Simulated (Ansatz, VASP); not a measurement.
## ZnS: VASP beside Ansatz

```xyz
4
Lattice="3.7382 0.0000 0.0000 -1.8691 3.2374 0.0000 0.0000 0.0000 6.1430" Properties=species:S:1:pos:R:3 pbc="T T T"
Zn    0.0000    2.1583    0.0343
Zn    1.8691    1.0791    3.1058
S     0.0000    2.1583    2.3307
S     1.8691    1.0791    5.4022
```

Alike in both runs: functional LDA; k mesh 9 × 9 × 6; occupations gaussian, width 0.02 eV; no spin polarisation.

Ansatz relaxed the structure, and its values are those at the end. VASP's run is a single point on that final structure, the one shown.

|  | VASP | Ansatz |
| --- | --- | --- |
| version | VASP 6.6.1 | Ansatz 0.2.0 |
| potentials or method | VASP PAW LDA potentials, release 64 (Zn, S), cutoff 520 eV | scalar-relativistic, plane waves, PAW |
| valence electrons in the cell | 36 | 36 |

```tsv
	VASP	Ansatz	Ansatz less VASP
gap on the k mesh at the Fermi level (eV)	2.23	2.19	-0.034
least direct gap on the mesh (eV)	2.23	2.19	-0.034
pressure (GPa)	0.2	0.0	-0.24
```

LDA's correlation is that of Perdew and Zunger in VASP and of Perdew and Wang (1992) in Ansatz.
